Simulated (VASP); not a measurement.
# Ge (Pm-3m) in VASP: single point with PBEsol

Aim: the single point of Ge with PBEsol.

Everything below comes from runs of VASP 6.6.1. Logs are shortened: lines on timing, memory, paths and dates and some standing lists are left out, and cuts for length are marked.

### 1 The cell of the first run

The structure is cubic, space group Pm-3m (No. 221). Conventional cell: a = 2.681 Å, b = 2.681 Å, c = 2.681 Å, α = 90.00°, β = 90.00°, γ = 90.00°. Ge (site symmetry m-3m) has 6 Ge at 2.68 Å within 3.5 Å.

### 2 Single point, PBEsol

File INCAR:

```
SYSTEM = Ge
PREC     = Accurate       ! precision mode
ENCUT    = 520            ! plane-wave cutoff, eV
EDIFF    = 1E-7           ! SCF threshold, eV
ISMEAR   = -1             ! smearing method
SIGMA    = 0.13605693000000002 ! smearing width, eV
LREAL    = .FALSE.        ! projectors in reciprocal space
LASPH    = .TRUE.         ! aspherical terms in the spheres
NELM     = 80             ! most SCF steps
ALGO     = Normal         ! electronic algorithm
ISIF     = 2              ! what is computed and relaxed
LWAVE    = .FALSE.        ! write WAVECAR
LCHARG   = .FALSE.        ! write CHGCAR
GGA      = PS             ! functional
NBANDS   = 13             ! bands
```

File KPOINTS:

```
Automatic mesh
0
G
  12 12 12
  0 0 0
```

File POSCAR:

```
Ge
1.0
    2.6813066325      0.0000000000      0.0000000000
    0.0000000000      2.6813066325      0.0000000000
    0.0000000000      0.0000000000      2.6813066325
Ge
1
Direct
    0.0000000000      0.0000000000      0.0000000000
```

Potentials or basis: VASP PAW PBE potentials, release 64 (Ge_d).

Command:

```
> cat potpaw_PBE.64/Ge_d/POTCAR > POTCAR
> mpirun -np 1 vasp_std > vasp.out
```

OUTCAR:

```text
SYSTEM = Ge
   PREC = Accurate
   ENCUT = 520
   EDIFF = 1E-7
   ISMEAR = -1
   LREAL = .FALSE.
   LASPH = .TRUE.
   NELM = 80
   ISIF = 2
   GGA = PS

 ion  position               nearest neighbor table
   1  0.000  0.000  0.000-

  LATTYP: Found a simple cubic cell.
 ALAT       =     2.6813066325

  Lattice vectors:

 A1 = (   2.6813066325,   0.0000000000,   0.0000000000)
 A2 = (   0.0000000000,   2.6813066325,   0.0000000000)
 A3 = (   0.0000000000,   0.0000000000,   2.6813066325)

Analysis of symmetry for initial positions (statically):
=====================================================================
 Subroutine PRICEL returns:
 Original cell was already a primitive cell.

 Routine SETGRP: Setting up the symmetry group for a
 simple cubic supercell.

 Subroutine GETGRP returns: Found 48 space group operations
 (whereof 48 operations were pure point group operations)
 out of a pool of 48 trial point group operations.

The static configuration has the point symmetry O_h .

Analysis of symmetry for dynamics (positions and initial velocities):
=====================================================================
 Subroutine PRICEL returns:
 Original cell was already a primitive cell.

 Routine SETGRP: Setting up the symmetry group for a
 simple cubic supercell.

 Subroutine GETGRP returns: Found 48 space group operations
 (whereof 48 operations were pure point group operations)
 out of a pool of 48 trial point group operations.

The dynamic configuration has the point symmetry O_h .

 Subroutine INISYM returns: Found 48 space group operations
 (whereof 48 operations are pure point group operations),
 and found     1 'primitive' translations

----------------------------------------------------------------------------------------

                                     Primitive cell

  volume of cell :      19.2770

  direct lattice vectors                    reciprocal lattice vectors
     2.681306633  0.000000000  0.000000000     0.372952496  0.000000000  0.000000000
     0.000000000  2.681306633  0.000000000     0.000000000  0.372952496  0.000000000
     0.000000000  0.000000000  2.681306633     0.000000000  0.000000000  0.372952496

  length of vectors
     2.681306633  2.681306633  2.681306633     0.372952496  0.372952496  0.372952496

  position of ions in fractional coordinates (direct lattice)
     0.000000000  0.000000000  0.000000000

  ion indices of the primitive-cell ions
   primitive index   ion index
                 1           1

----------------------------------------------------------------------------------------

 KPOINTS: Automatic mesh

Automatic generation of k-mesh.
 Grid dimensions read from file:
 generate k-points for:   12   12   12

 Generating k-lattice:

  Cartesian coordinates                     Fractional coordinates (reciprocal lattice)
     0.031079375  0.000000000  0.000000000     0.083333333  0.000000000  0.000000000
     0.000000000  0.031079375  0.000000000     0.000000000  0.083333333  0.000000000
     0.000000000  0.000000000  0.031079375     0.000000000  0.000000000  0.083333333

  Length of vectors
     0.031079375  0.031079375  0.031079375

  Shift w.r.t. Gamma in fractional coordinates (k-lattice)
     0.000000000  0.000000000  0.000000000

 Subroutine IBZKPT returns following result:
 ===========================================

 Found     84 irreducible k-points:

 Following reciprocal coordinates:
            Coordinates               Weight
  0.000000  0.000000  0.000000      1.000000
  0.083333  0.000000  0.000000      6.000000
  0.166667  0.000000  0.000000      6.000000
  0.250000  0.000000  0.000000      6.000000
  0.333333  0.000000  0.000000      6.000000
  0.416667  0.000000  0.000000      6.000000
[... 16 lines left out ...]
  0.333333  0.333333  0.000000     12.000000
  0.416667  0.333333  0.000000     24.000000
 [... further k-points ...]
   k-points           NKPTS =     84   k-points in BZ     NKDIM =     84   number of bands    NBANDS=     13
   number of dos      NEDOS =    301   number of ions     NIONS =      1
   total plane-waves  NPLWV =   8000
   dimension x,y,z NGX =    20 NGY =   20 NGZ =   20
   dimension x,y,z NGXF=    40 NGYF=   40 NGZF=   40
   ions per type =               1
   NGX,Y,Z   is equivalent  to a cutoff of  12.40, 12.40, 12.40 a.u.
   NGXF,Y,Z  is equivalent  to a cutoff of  24.80, 24.80, 24.80 a.u.
 SYSTEM =  Ge
   PREC   = accura    normal or accurate (medium, high low for compatibility)
   ISTART =      0    job   : 0-new  1-cont  2-samecut
   ICHARG =      2    charge: 1-file 2-atom 10-const
   ISPIN  =      1    spin polarized calculation?
   LNONCOLLINEAR =      F non collinear calculations
   LSORBIT =      F    spin-orbit coupling
   LASPH  =      T    aspherical Exc in radial PAW
   ENCUT  =  520.0 eV  38.22 Ry    6.18 a.u.   4.99  4.99  4.99*2*pi/ulx,y,z
   NELM   =     80;   NELMIN=  2; NELMDL= -5     # of ELM steps
   EDIFF  = 0.1E-06   stopping-criterion for ELM
   LREAL  =      F    real-space projection
   EDIFFG = 0.1E-05   stopping-criterion for IOM
   NSW    =      0    number of steps for IOM
   IBRION =     -1    ionic relax: 0-MD 1-quasi-New 2-CG
   NFREE  =      0    steps in history (QN), initial steepest desc. (CG)
   ISIF   =      2    stress and relaxation
   ISYM   =      2    0-nonsym 1-usesym 2-fastsym
   POTIM  = 0.5000    time-step for ionic-motion
   TEBEG  =    0.0;   TEEND  =   0.0 temperature during run
   PSTRESS=    0.0 pullay stress
   NELECT =      14.0000    total number of electrons
   NUPDOWN=      -1.0000    fix difference up-down
   EMIN   =  10.00;   EMAX   =-10.00  energy-range for DOS
   EFERMI =   0.00;   METHOD = LEGACY
   ISMEAR =    -1;   SIGMA  =   0.14  broadening in eV -4-tet -1-fermi 0-gaus
   EFERMI_NEDOS =   21; number of points for ismear=-14 and -15
   IALGO  =     38    algorithm
   IMIX   =      4    mixing-type and parameters
     AMIX     =   0.40;   BMIX     =  1.00
     AMIX_MAG =   1.60;   BMIX_MAG =  1.00
  volume/ion in A,a.u.               =      19.28       130.09
  Fermi-wavevector in a.u.,A,eV,Ry     =   1.471536  2.780801 29.462322  2.165420
  Thomas-Fermi vector in A             =   2.586660
   LORBIT       =      0    0 simple, 1 ext, 2 COOP (PROOUT), +10 PAW based schemes
   GGA     = PS    functional components
   LHFCALC =     F    Hartree Fock is set to
   AEXX    =    0.0000 exact exchange contribution
   IVDW    =     0    specifies the selected vdW correction
   LEPSILON=     F    determine dielectric tensor
   LRPA    =     F    only Hartree local field effects (RPA)
 non-spin polarized calculation
  energy-cutoff  :      520.00
  volume of cell :       19.28
 maximum number of plane-waves:       552
 NGX is ok and might be reduce to    20
   NGX =  9   NGY =  9   NGZ =  9

 number of electron      13.9999968 magnetization

 Free energy of the ion-electron system (eV)
  ---------------------------------------------------
  ext. energy  EPLUGINS =         0.00000000
  ---------------------------------------------------
  free energy    TOTEN  =        -4.74430017 eV

  energy without entropy =       -4.70937015  energy(sigma->0) =       -4.72683516

 E-fermi :   6.1498     XC(G=0): -11.2288

 val. band max:        6.1232825592   @ k =   0.5000   0.5000   0.4167
 cond. band min:       6.1801789580   @ k =   0.4167   0.3333   0.0000
 fundamental gap:      0.0568963988
 Fermi energy:         6.1498220815

 k-point     1 :       0.0000    0.0000    0.0000
  band No.  band energies     occupation
      1     -18.5033      2.00000
      2     -18.5033      2.00000
      3     -18.2335      2.00000
      4     -18.2335      2.00000
      5     -18.2335      2.00000
      6      -6.8882      2.00000
      7      12.8635      0.00000
      8      12.8635      0.00000
      9      12.8635      0.00000
     10      16.2794      0.00000
     11      16.2794      0.00000
     12      18.7855      0.00000
     13      35.1411      0.00000

 k-point     2 :       0.0833    0.0000    0.0000
  band No.  band energies     occupation
      1     -18.5023      2.00000
      2     -18.4892      2.00000
      3     -18.2383      2.00000
      4     -18.2383      2.00000
      5     -18.2331      2.00000
      6      -6.7487      2.00000
      7      11.0015      0.00000
      8      12.9986      0.00000
      9      12.9986      0.00000
     10      16.4030      0.00000
     11      17.5395      0.00000
     12      19.7439      0.00000
     13      32.3843      0.00000

 k-point     3 :       0.1667    0.0000    0.0000
  band No.  band energies     occupation
      1     -18.4995      2.00000
      2     -18.4508      2.00000
      3     -18.2513      2.00000
      4     -18.2513      2.00000
      5     -18.2321      2.00000
      6      -6.3315      2.00000
      7       8.2189      0.00000
      8      13.3941      0.00000
      9      13.3941      0.00000
     10      16.7718      0.00000
     11      18.3387      0.00000
     12      22.7551      0.00000
     13      29.5079      0.00000

 k-point     4 :       0.2500    0.0000    0.0000
  band No.  band energies     occupation
      1     -18.4957      2.00000
      2     -18.3986      2.00000
      3     -18.2689      2.00000
      4     -18.2689      2.00000
      5     -18.2306      2.00000
      6      -5.6434      2.00000
      7       5.5613      1.97390
      8      14.0163      0.00000
      9      14.0163      0.00000
     10      17.3765      0.00000
     11      19.0158      0.00000
     12      25.9917      0.00000
     13      26.9559      0.00000

 k-point     5 :       0.3333    0.0000    0.0000
  band No.  band energies     occupation
      1     -18.4919      2.00000
      2     -18.3467      2.00000
      3     -18.2865      2.00000
      4     -18.2865      2.00000
      5     -18.2291      2.00000
      6      -4.7116      2.00000
      7       3.1865      2.00000
      8      14.7853      0.00000
      9      14.7853      0.00000
     10      18.1867      0.00000
     11      19.8552      0.00000
     12      24.8108      0.00000
     13      24.8108      0.00000
[... 257 lines left out ...]
 k-point    22 :       0.5000    0.2500    0.0000
  band No.  band energies     occupation
      1     -18.4243      2.00000
      2     -18.3561      2.00000
      3     -18.2997      2.00000
      4     -18.2616      2.00000
      5     -18.2380      2.00000
      6      -1.7779      2.00000
      7       1.4962      2.00000
      8       8.9677      0.00000
      9      13.6523      0.00000
     10      17.0005      0.00000
     11      22.6124      0.00000
     12      23.4584      0.00000
     13      23.7841      0.00000

 k-point    23 :       0.3333    0.3333    0.0000
  band No.  band energies     occupation
      1     -18.4153      2.00000
      2     -18.3580      2.00000
      3     -18.2812      2.00000
      4     -18.2798      2.00000
      5     -18.2459      2.00000
      6      -2.5459      2.00000
      7       4.7577      1.99993
      8       5.7289      1.91325
      9      13.8396      0.00000
     10      16.7068      0.00000
     11      21.3799      0.00000
     12      26.4294      0.00000
     13      26.9066      0.00000

 k-point    24 :       0.4167    0.3333    0.0000
  band No.  band energies     occupation
      1     -18.4066      2.00000
      2     -18.3753      2.00000
      3     -18.2930      2.00000
      4     -18.2790      2.00000
      5     -18.2113      2.00000
      6      -1.4788      2.00000
      7       3.2244      2.00000
      8       6.1802      0.88890
      9      12.1659      0.00000
     10      17.4325      0.00000
     11      22.4979      0.00000
     12      25.2112      0.00000
     13      25.5606      0.00000

 [... further k-points ...]
[... 5 lines left out ...]
  --------------------------------------------------------------------------------------
  -------------------------------------------------------------------------------------
  Total       -0.1303478     -0.1303478     -0.1303478     -0.0000000      0.0000000      0.0000000
  in kB      -10.8336536    -10.8336536    -10.8336536     -0.0000000      0.0000000      0.0000000
  external PRESSURE =     -10.8336536 kB  Pullay stress =       0.0000000 kB

 VOLUME and BASIS-vectors are now :
 -----------------------------------------------------------------------------
  energy-cutoff  :      520.00
  volume of cell :       19.28
      direct lattice vectors                 reciprocal lattice vectors
     2.681306633  0.000000000  0.000000000     0.372952496  0.000000000  0.000000000
     0.000000000  2.681306633  0.000000000     0.000000000  0.372952496  0.000000000
     0.000000000  0.000000000  2.681306633     0.000000000  0.000000000  0.372952496

 POSITION                                       TOTAL-FORCE (eV/Angst)
 -----------------------------------------------------------------------------------
      0.00000      0.00000      0.00000         0.000000      0.000000      0.000000
 -----------------------------------------------------------------------------------
    total drift:                                0.000000      0.000000      0.000000

  FREE ENERGIE OF THE ION-ELECTRON SYSTEM (eV)
  ---------------------------------------------------
  free  energy   TOTEN  =        -4.7443001729 eV

  energy  without entropy=       -4.7093701466  energy(sigma->0) =       -4.72683516
```

It took 5.4 s on 1 thread of Intel Xeon 6975P-C (Granite Rapids), shared host; peak memory 0.13 GiB.

What came out:

```
Free energy            : -4.7443 eV
Pressure               : -1.1 GPa
Band gap on the k mesh : zero (band 7 reaches 12.86 eV, above the bottom of band 8 at 3.49 eV)
```

Levels at points of the mesh, in eV from the Fermi level:
| k point | band 3 | band 4 | band 5 | band 6 | band 7 | band 8 | band 9 | band 10 | band 11 | band 12 |
| --- | --- | --- | --- | --- | --- | --- | --- | --- | --- | --- |
| (0.00, 0.00, 0.00) | -24.38 | -24.38 | -24.38 | -13.04 | 6.71 | 6.71 | 6.71 | 10.13 | 10.13 | 12.64 |
| (0.50, 0.00, 0.00) | -24.45 | -24.44 | -24.38 | -9.16 | -5.83 | 9.70 | 9.70 | 13.45 | 15.30 | 16.50 |
| (0.50, 0.50, 0.00) | -24.45 | -24.45 | -24.30 | -5.05 | -2.66 | -2.66 | 3.03 | 12.63 | 19.56 | 19.56 |
| (0.50, 0.50, 0.50) | -24.54 | -24.30 | -24.30 | -0.28 | 0.31 | 0.31 | 0.31 | 6.86 | 6.86 | 6.86 |

Caveat: the PAW data sets were made with another functional, which shifts forces and pressure a little.
